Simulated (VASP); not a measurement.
# VWC2 (R-3m) in VASP: notebook

Aim: see how the results for VWC2 move with the level of theory and the settings. Levels: PBEsol, LDA. Tasks: single point.

Program: VASP 6.6.1. These are calculated values, not measurements. Logs are shortened: lines on timing, memory, paths and dates and some standing lists are left out, and cuts for length are marked.

## 1. The cell of the first run

Symmetry: R-3m, No. 166, trigonal system. The conventional cell has a = 3.034 Å, b = 3.034 Å, c = 14.802 Å, α = 90.00°, β = 90.00°, γ = 120.00°. Within 2.9 Å of W (site symmetry -3m) lie 6 C at 2.17 Å. V (site symmetry -3m) has 6 C at 2.11 Å within 2.8 Å. Within 2.8 Å of C (site symmetry 3m) lie 3 V at 2.11 Å and 3 W at 2.17 Å.

## 2. Single point, PBEsol, collinear spin, ferromagnetic start

INCAR

```
PREC = Accurate
ENCUT = 520
EDIFF = 1E-6
ISMEAR = -1
SIGMA = 0.05
LREAL = F
LASPH = T
NELM = 150
ALGO = Normal
ISIF = 2
LWAVE = F
LCHARG = F
ISPIN = 2
MAGMOM = 0 3 0 0
LORBIT = 11
NUPDOWN = 3.0
LMAXMIX = 4
GGA = PS
NBANDS = 30
```

KPOINTS

```
regular mesh
0
Gamma
  9 9 9
```

POSCAR

```
VWC2
1.0
    1.5170411163      0.8758640969      4.9338931930
   -1.5170411163      0.8758640969      4.9338931930
    0.0000000000     -1.7517281937      4.9338931930
W V C
1 1 2
Direct
    0.0000000000      0.0000000000      0.0000000000
    0.5000000000      0.5000000000      0.5000000000
    0.2464940000      0.2464940000      0.2464940000
    0.7535060000      0.7535060000      0.7535060000
```

Potentials or basis: VASP PAW PBE potentials, release 64 (W_sv, V_sv, C).

Started as:

```
$ cat potpaw_PBE.64/W_sv/POTCAR potpaw_PBE.64/V_sv/POTCAR potpaw_PBE.64/C/POTCAR > POTCAR
$ mpirun -np 1 vasp_std > vasp.out
```

OUTCAR:

```text
PREC = Accurate
   ENCUT = 520
   EDIFF = 1E-6
   ISMEAR = -1
   LREAL = F
   LASPH = T
   NELM = 150
   ISIF = 2
   ISPIN = 2
   LORBIT = 11
   NUPDOWN = 3.0
   GGA = PS

 ion  position               nearest neighbor table
   1  0.000  0.000  0.000-   4 2.17   3 2.17   4 2.17   4 2.17   3 2.17   3 2.17   2 3.03   2 3.03
                             2 3.03   2 3.03   2 3.03   2 3.03
   2  0.500  0.500  0.500-   3 2.11   4 2.11   3 2.11   3 2.11   4 2.11   4 2.11   1 3.03   1 3.03
                             1 3.03   1 3.03   1 3.03   1 3.03
   3  0.246  0.246  0.246-   2 2.11   2 2.11   2 2.11   1 2.17   1 2.17   1 2.17
   4  0.754  0.754  0.754-   2 2.11   2 2.11   2 2.11   1 2.17   1 2.17   1 2.17

  LATTYP: Found a trigonal (rhomboedric) cell.
 ALAT       =     5.2356330758
 COS(alpha) =     0.8320862373

  Lattice vectors:

 A1 = (   1.5170411163,   0.8758640969,   4.9338931930)
 A2 = (  -1.5170411163,   0.8758640969,   4.9338931930)
 A3 = (   0.0000000000,  -1.7517281937,   4.9338931930)

Analysis of symmetry for initial positions (statically):
=====================================================================
 Subroutine PRICEL returns:
 Original cell was already a primitive cell.

 Routine SETGRP: Setting up the symmetry group for a
 trigonal (rhombohedral) supercell.

 Subroutine GETGRP returns: Found 12 space group operations
 (whereof 12 operations were pure point group operations)
 out of a pool of 12 trial point group operations.

The static configuration has the point symmetry D_3d.

Analysis of symmetry for dynamics (positions and initial velocities):
=====================================================================
 Subroutine PRICEL returns:
 Original cell was already a primitive cell.

 Routine SETGRP: Setting up the symmetry group for a
 trigonal (rhombohedral) supercell.

 Subroutine GETGRP returns: Found 12 space group operations
 (whereof 12 operations were pure point group operations)
 out of a pool of 12 trial point group operations.

The dynamic configuration has the point symmetry D_3d.

Analysis of structural, dynamic, and magnetic symmetry:
=====================================================================
 Subroutine PRICEL returns:
 Original cell was already a primitive cell.

 Routine SETGRP: Setting up the symmetry group for a
 trigonal (rhombohedral) supercell.

 Subroutine GETGRP returns: Found 12 space group operations
 (whereof 12 operations were pure point group operations)
 out of a pool of 12 trial point group operations.

The overall configuration has the point symmetry D_3d.

 Subroutine INISYM returns: Found 12 space group operations
 (whereof 12 operations are pure point group operations),
 and found     1 'primitive' translations

----------------------------------------------------------------------------------------

                                     Primitive cell

  volume of cell :      39.3346

  direct lattice vectors                    reciprocal lattice vectors
     1.517041116  0.875864097  4.933893193     0.329588957  0.190288273  0.067559901
    -1.517041116  0.875864097  4.933893193    -0.329588957  0.190288273  0.067559901
     0.000000000 -1.751728194  4.933893193     0.000000000 -0.380576547  0.067559901

  length of vectors
     5.235633076  5.235633076  5.235633076     0.386526646  0.386526646  0.386526646

  position of ions in fractional coordinates (direct lattice)
     0.000000000  0.000000000  0.000000000
     0.500000000  0.500000000  0.500000000
     0.246494000  0.246494000  0.246494000
     0.753506000  0.753506000  0.753506000

  ion indices of the primitive-cell ions
   primitive index   ion index
                 1           1
                 2           2
                 3           3
                 4           4

----------------------------------------------------------------------------------------

 KPOINTS: regular mesh

Automatic generation of k-mesh.
 Grid dimensions read from file:
 generate k-points for:    9    9    9

 Generating k-lattice:

  Cartesian coordinates                     Fractional coordinates (reciprocal lattice)
     0.036620995  0.021143141  0.007506656     0.111111111 -0.000000000  0.000000000
    -0.036620995  0.021143141  0.007506656    -0.000000000  0.111111111  0.000000000
     0.000000000 -0.042286283  0.007506656     0.000000000  0.000000000  0.111111111

  Length of vectors
     0.042947405  0.042947405  0.042947405

  Shift w.r.t. Gamma in fractional coordinates (k-lattice)
     0.000000000  0.000000000  0.000000000

 Subroutine IBZKPT returns following result:
 ===========================================

 Found     85 irreducible k-points:

 Following reciprocal coordinates:
            Coordinates               Weight
  0.000000  0.000000  0.000000      1.000000
  0.111111 -0.000000  0.000000      6.000000
  0.222222  0.000000  0.000000      6.000000
  0.333333 -0.000000  0.000000      6.000000
  0.444444  0.000000  0.000000      6.000000
  0.111111  0.111111  0.000000      6.000000
[... 16 lines left out ...]
 -0.333333  0.333333  0.000000      6.000000
  0.444444  0.444444  0.000000      6.000000
 [... further k-points ...]
   k-points           NKPTS =     85   k-points in BZ     NKDIM =     85   number of bands    NBANDS=     30
   number of dos      NEDOS =    301   number of ions     NIONS =      4
   total plane-waves  NPLWV =  64000
   dimension x,y,z NGX =    40 NGY =   40 NGZ =   40
   dimension x,y,z NGXF=    80 NGYF=   80 NGZF=   80
   ions per type =               1   1   2
   NGX,Y,Z   is equivalent  to a cutoff of  12.70, 12.70, 12.70 a.u.
   NGXF,Y,Z  is equivalent  to a cutoff of  25.40, 25.40, 25.40 a.u.
 SYSTEM =  unknown system
   PREC   = accura    normal or accurate (medium, high low for compatibility)
   ISTART =      0    job   : 0-new  1-cont  2-samecut
   ICHARG =      2    charge: 1-file 2-atom 10-const
   ISPIN  =      2    spin polarized calculation?
   LNONCOLLINEAR =      F non collinear calculations
   LSORBIT =      F    spin-orbit coupling
   LASPH  =      T    aspherical Exc in radial PAW
   ENCUT  =  520.0 eV  38.22 Ry    6.18 a.u.   9.73  9.73  9.73*2*pi/ulx,y,z
   NELM   =    150;   NELMIN=  2; NELMDL= -5     # of ELM steps
   EDIFF  = 0.1E-05   stopping-criterion for ELM
   LREAL  =      F    real-space projection
   EDIFFG = 0.1E-04   stopping-criterion for IOM
   NSW    =      0    number of steps for IOM
   IBRION =     -1    ionic relax: 0-MD 1-quasi-New 2-CG
   NFREE  =      0    steps in history (QN), initial steepest desc. (CG)
   ISIF   =      2    stress and relaxation
   ISYM   =      2    0-nonsym 1-usesym 2-fastsym
   POTIM  = 0.5000    time-step for ionic-motion
   TEBEG  =    0.0;   TEEND  =   0.0 temperature during run
   PSTRESS=    0.0 pullay stress
   NELECT =      35.0000    total number of electrons
   NUPDOWN=       3.0000    fix difference up-down
   EMIN   =  10.00;   EMAX   =-10.00  energy-range for DOS
   EFERMI =   0.00;   METHOD = LEGACY
   ISMEAR =    -1;   SIGMA  =   0.05  broadening in eV -4-tet -1-fermi 0-gaus
   EFERMI_NEDOS =   21; number of points for ismear=-14 and -15
   IALGO  =     38    algorithm
   IMIX   =      4    mixing-type and parameters
     AMIX     =   0.40;   BMIX     =  1.00
     AMIX_MAG =   1.60;   BMIX_MAG =  1.00
  volume/ion in A,a.u.               =       9.83        66.36
  Fermi-wavevector in a.u.,A,eV,Ry     =   1.574608  2.975578 33.734159  2.479391
  Thomas-Fermi vector in A             =   2.675717
   LORBIT       =     11    0 simple, 1 ext, 2 COOP (PROOUT), +10 PAW based schemes
   GGA     = PS    functional components
   LHFCALC =     F    Hartree Fock is set to
   AEXX    =    0.0000 exact exchange contribution
   IVDW    =     0    specifies the selected vdW correction
   LEPSILON=     F    determine dielectric tensor
   LRPA    =     F    only Hartree local field effects (RPA)
 spin polarized calculation
  energy-cutoff  :      520.00
  volume of cell :       39.33
 maximum number of plane-waves:      1075
   NGX = 19   NGY = 19   NGZ = 19

 number of electron      35.0000005 magnetization       3.0000001

 Free energy of the ion-electron system (eV)
  ---------------------------------------------------
  ext. energy  EPLUGINS =         0.00000000
  ---------------------------------------------------
  free energy    TOTEN  =       -41.99023481 eV

  energy without entropy =      -41.96610969  energy(sigma->0) =      -41.97817225

 E-fermi :   9.7909     XC(G=0): -13.6562

 val. band max:       12.2636975317   @ k =  -0.3333   0.1111   0.1111
 cond. band min:       9.8374530314   @ k =  -0.4444  -0.4444   0.1111
 fundamental gap:     -2.4262445003
 Fermi energy:        12.2644462997

 spin component 1

 k-point     1 :       0.0000    0.0000    0.0000
  band No.  band energies     occupation
      1     -63.7305      1.00000
      2     -53.2625      1.00000
      3     -28.1715      1.00000
      4     -27.8289      1.00000
      5     -27.8289      1.00000
      6     -27.2593      1.00000
[... 757 lines left out ...]
     28      20.3598      0.00000
     29      24.4291      0.00000

 [... further k-points ...]

 spin component 2

 k-point     1 :       0.0000    0.0000    0.0000
  band No.  band energies     occupation
      1     -63.3582      1.00000
      2     -51.7127      1.00000
      3     -27.6320      1.00000
      4     -27.3382      1.00000
      5     -27.3382      1.00000
      6     -25.7879      1.00000
[... 757 lines left out ...]
     28      20.9692      0.00000
     29      24.9517      0.00000

 [... further k-points ...]

 [bands above 29 left out]

------------------------ aborting loop because EDIFF is reached ----------------------------------------

  FORCE on cell =-STRESS in cart. coord.  units (eV):
  Direction    XX          YY          ZZ          XY          YZ          ZX
  --------------------------------------------------------------------------------------
  -------------------------------------------------------------------------------------
  Total        0.9687230      0.9687230      0.6132422      0.0000000      0.0000000      0.0000000
  in kB       39.4580063     39.4580063     24.9785689      0.0000000      0.0000000      0.0000000
  external PRESSURE =      34.6315272 kB  Pullay stress =       0.0000000 kB

 VOLUME and BASIS-vectors are now :
 -----------------------------------------------------------------------------
  energy-cutoff  :      520.00
  volume of cell :       39.33
      direct lattice vectors                 reciprocal lattice vectors
     1.517041116  0.875864097  4.933893193     0.329588957  0.190288273  0.067559901
    -1.517041116  0.875864097  4.933893193    -0.329588957  0.190288273  0.067559901
     0.000000000 -1.751728194  4.933893193     0.000000000 -0.380576547  0.067559901

 POSITION                                       TOTAL-FORCE (eV/Angst)
 -----------------------------------------------------------------------------------
      0.00000      0.00000      0.00000        -0.000000      0.000000      0.000000
      0.00000      0.00000      7.40084         0.000000      0.000000      0.000000
      0.00000      0.00000      3.64853        -0.000000      0.000000      0.576207
      0.00000      0.00000     11.15315        -0.000000     -0.000000     -0.576207
 -----------------------------------------------------------------------------------
    total drift:                               -0.000000     -0.000000      0.000000

  FREE ENERGIE OF THE ION-ELECTRON SYSTEM (eV)
  ---------------------------------------------------
  free  energy   TOTEN  =       -41.9902348109 eV

  energy  without entropy=      -41.9661096907  energy(sigma->0) =      -41.97817225

 total charge

# of ion       s       p       d       tot
------------------------------------------
    1        2.329   6.394   3.420  12.144
    2        2.240   6.280   3.230  11.750
    3        0.875   1.538   0.000   2.414
    4        0.875   1.538   0.000   2.414
--------------------------------------------------
tot          6.319  15.751   6.651  28.721

 magnetization (x)

# of ion       s       p       d       tot
------------------------------------------
    1        0.013   0.016   0.759   0.789
    2        0.015   0.025   1.532   1.572
    3        0.002   0.095   0.000   0.097
    4        0.002   0.095   0.000   0.097
--------------------------------------------------
tot          0.032   0.231   2.291   2.555
```

Run time: 3.4 min. Hardware: 1 thread of Intel Xeon 6975P-C (Granite Rapids), shared host; peak memory 0.4 GiB.

Results:

```yaml
Free_energy: -41.9902 eV
Pressure: 3.5 GPa
Largest_force: 0.576 eV/Å
Net_moment: 3.00 μB per cell
Site_moments: W +0.79; V +1.57; C +0.10 μB
Valence_electrons_inside_the_program's_atomic_spheres: W 12.14; V 11.75; C 2.41
```

Forces in eV/Å, atoms in the order of the input:
```
W    0.000  0.000  0.000
V    0.000  0.000  0.000
C    0.000  0.000  0.576
C    0.000  0.000 -0.576
```

Caveat: the cell stands under pressure; the PAW data sets were made with another functional, which shifts forces and pressure a little; spin-orbit coupling is left out, which moves the levels of the heavy elements; the total moment is fixed, so each spin has its own Fermi level and the state may be an excited one.

## 3. Single point, PBEsol, collinear spin, ferromagnetic start

INCAR

```
ALGO = Normal
EDIFF = 1E-7
ENCUT = 520
GGA = PS
ISIF = 2
ISMEAR = -1
ISPIN = 2
LASPH = T
LCHARG = F
LMAXMIX = 4
LORBIT = 11
LREAL = F
LWAVE = F
MAGMOM = 0 2 0 0
NBANDS = 30
NELM = 150
PREC = Accurate
SIGMA = 0.05
```

KPOINTS

```
k-points
0
Gamma
  10 10 10
```

POSCAR is that of step 2.

Potentials or basis: VASP PAW PBE potentials, release 64 (W_sv, V_sv, C).

Started as:

```
$ cat potpaw_PBE.64/W_sv/POTCAR potpaw_PBE.64/V_sv/POTCAR potpaw_PBE.64/C/POTCAR > POTCAR
$ mpirun -np 1 vasp_std > vasp.out
```

Wall time 19 min (1 thread of Intel Xeon 8259CL, shared host); peak memory 0.45 GiB.

It converged, with:

```yaml
Free_energy: -43.4461 eV
Pressure: -9.8 GPa
Largest_force: 0.089 eV/Å
Net_moment: 0.00 μB per cell
Valence_electrons_inside_the_program's_atomic_spheres: W 12.13; V 11.69; C 2.41
```

Forces in eV/Å, atoms in the order of the input:
```
W    0.000  0.000  0.000
V    0.000  0.000  0.000
C    0.000  0.000  0.089
C    0.000  0.000 -0.089
```

Stress tensor (GPa, compression positive):
```
 -9.67   0.00   0.00
  0.00  -9.67   0.00
  0.00   0.00 -10.11
```

Levels at points of the mesh, in eV from the Fermi level:
Spin up:
```csv
k point,band 15,band 16,band 17,band 18,band 19,band 20,band 21,band 22
"(0.00, 0.00, 0.00)",-1.84,-1.76,-0.46,-0.46,-0.05,-0.05,0.00,1.08
"(0.50, 0.00, 0.00)",-4.53,-3.70,-0.85,-0.55,0.90,1.53,2.13,3.04
"(0.50, 0.50, 0.00)",-4.44,-1.80,-1.75,0.69,0.91,0.99,1.65,2.31
"(0.50, 0.50, 0.50)",-3.65,-3.65,-0.58,-0.58,-0.36,-0.36,0.62,1.21
```
Spin down:
```csv
k point,band 14,band 15,band 16,band 17,band 18,band 19,band 20,band 21,band 22,band 23
"(0.00, 0.00, 0.00)",-1.84,-1.84,-1.76,-0.46,-0.46,-0.05,-0.05,0.00,1.08,1.08
"(0.50, 0.00, 0.00)",-4.66,-4.53,-3.70,-0.85,-0.55,0.90,1.53,2.13,3.04,3.69
"(0.50, 0.50, 0.00)",-5.24,-4.44,-1.80,-1.75,0.69,0.91,0.99,1.65,2.31,2.98
"(0.50, 0.50, 0.50)",-4.67,-3.65,-3.65,-0.58,-0.58,-0.36,-0.36,0.62,1.21,3.99
```

Caveat: the cell stands under tension; the moments typed at the start vanished in this run; the PAW data sets were made with another functional, which shifts forces and pressure a little; spin-orbit coupling is left out, which moves the levels of the heavy elements.

## 4. Single point, PBEsol, collinear spin, ferromagnetic start

This run uses another cell than the first one, of 10.03 Å³/atom.

INCAR

```
SYSTEM = VWC2
  ALGO = Normal
  EDIFF = 1E-6
  ENCUT = 520
  GGA = PS
  ISIF = 2
  ISMEAR = -1
  ISPIN = 2
  LASPH = .TRUE.
  LCHARG = .FALSE.
  LMAXMIX = 4
  LORBIT = 11
  LREAL = .FALSE.
  LWAVE = .FALSE.
  MAGMOM = 0 2 0 0
  NBANDS = 30
  NELM = 150
  PREC = Accurate
  SIGMA = 0.05
```

KPOINTS

```
k-points
0
G
  10 10 10
  0 0 0
```

POSCAR

```
VWC2
1.0
    1.5270880390      0.8816646904      4.9665689346
   -1.5270880390      0.8816646904      4.9665689346
    0.0000000000     -1.7633293808      4.9665689346
W V C
1 1 2
Direct
    0.0000000000      0.0000000000      0.0000000000
    0.5000000000      0.5000000000      0.5000000000
    0.2464940000      0.2464940000      0.2464940000
    0.7535060000      0.7535060000      0.7535060000
```

Started as:

```
$ cat potpaw_PBE.64/W_sv/POTCAR potpaw_PBE.64/V_sv/POTCAR potpaw_PBE.64/C/POTCAR > POTCAR
$ mpirun -np 1 vasp_std > vasp.out
```

It took 16 min on 1 thread of Intel Xeon 8259CL, shared host; peak memory 0.45 GiB.

It converged, with:

```yaml
Free_energy: -43.3832 eV
Pressure: -16.0 GPa
Largest_force: 0.178 eV/Å
Net_moment: 0.00 μB per cell
Valence_electrons_inside_the_program's_atomic_spheres: W 12.08; V 11.64; C 2.39
```

Forces in eV/Å, atoms in the order of the input:
```
W    0.000  0.000  0.000
V    0.000  0.000  0.000
C    0.000  0.000  0.178
C    0.000  0.000 -0.178
```

Stress tensor (GPa, compression positive):
```
-15.88   0.00   0.00
  0.00 -15.88   0.00
  0.00   0.00 -16.12
```

Levels at points of the mesh, in eV from the Fermi level:
Spin up:
| k point | band 14 | band 15 | band 16 | band 17 | band 18 | band 19 | band 20 | band 21 | band 22 | band 23 |
| --- | --- | --- | --- | --- | --- | --- | --- | --- | --- | --- |
| (0.00, 0.00, 0.00) | -1.79 | -1.79 | -1.71 | -0.45 | -0.45 | -0.04 | -0.04 | 0.02 | 1.04 | 1.04 |
| (0.50, 0.00, 0.00) | -4.57 | -4.45 | -3.63 | -0.83 | -0.53 | 0.87 | 1.48 | 2.06 | 2.94 | 3.60 |
| (0.50, 0.50, 0.00) | -5.19 | -4.32 | -1.77 | -1.72 | 0.67 | 0.88 | 0.96 | 1.59 | 2.23 | 2.88 |
| (0.50, 0.50, 0.50) | -4.57 | -3.56 | -3.56 | -0.56 | -0.56 | -0.35 | -0.35 | 0.62 | 1.17 | 3.91 |
Spin down:
```csv
k point,band 16,band 17,band 18,band 19,band 20,band 21
"(0.00, 0.00, 0.00)",-1.71,-0.45,-0.45,-0.04,-0.04,0.02
"(0.50, 0.00, 0.00)",-3.63,-0.83,-0.53,0.87,1.48,2.06
"(0.50, 0.50, 0.00)",-1.77,-1.72,0.67,0.88,0.96,1.59
"(0.50, 0.50, 0.50)",-3.56,-0.56,-0.56,-0.35,-0.35,0.62
```

Caveat: the cell stands under tension; the moments typed at the start vanished in this run; the PAW data sets were made with another functional, which shifts forces and pressure a little; spin-orbit coupling is left out, which moves the levels of the heavy elements.

[end of part 1 of 2]
